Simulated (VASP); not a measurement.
Here is a VASP 6.6.1 calculation.

File INCAR:

```
  ALGO = Normal
  EDIFF = 1E-6
  ENCUT = 600
  GGA = CA
  GGA_COMPAT = F
  ISIF = 2
  ISMEAR = 0
  ISPIN = 2
  LASPH = T
  LCHARG = F
  LDAU = T
  LDAUJ = 0 0
  LDAUL = 3 -1
  LDAUPRINT = 1
  LDAUTYPE = 2
  LDAUU = 7 0
  LMAXMIX = 6
  LORBIT = 11
  LREAL = F
  LWAVE = F
  MAGMOM = 7 0
  NBANDS = 22
  NELM = 200
  PREC = Accurate
  SIGMA = 0.05
```

File KPOINTS:

```
k-points
0
Gamma
  6 6 6
```

POSCAR

```
EuO
1.0
    0.0000000000      2.5719519700      2.5719519700
    2.5719519700      0.0000000000      2.5719519700
    2.5719519700      2.5719519700      0.0000000000
Eu O
1 1
Direct
    0.5000000000      0.5000000000      0.5000000000
    0.0000000000      0.0000000000      0.0000000000
```

Potentials or basis: VASP PAW PBE potentials, release 64 (Eu, O).

The run is started by

```sh
$ cat potpaw_PBE.64/Eu/POTCAR potpaw_PBE.64/O/POTCAR > POTCAR
$ mpirun -np 1 vasp_std > vasp.out
```

Problem. Predict the band gap on the k mesh.

Solution. 0.12 eV (least direct gap 0.30 eV).

Problem. Estimate the site moments.

Solution. Eu +6.76; O -0.08 μB.

Eigenvalues of the final occupation matrices:
| site | spin | trace | eigenvalues |
| --- | --- | --- | --- |
| site 1 f | 1 | 6.82 | 0.96 0.98 0.98 0.98 0.98 0.98 0.98 |
| site 1 f | 2 | 0.02 | 0.00 0.00 0.00 0.00 0.00 0.00 0.00 |

Caveat: the cell stands under tension; spin-orbit coupling is left out, which moves the levels of the heavy elements; a cell with one magnetic atom can't hold antiferromagnetic order, which such compounds often take. A k mesh can miss the band edges.
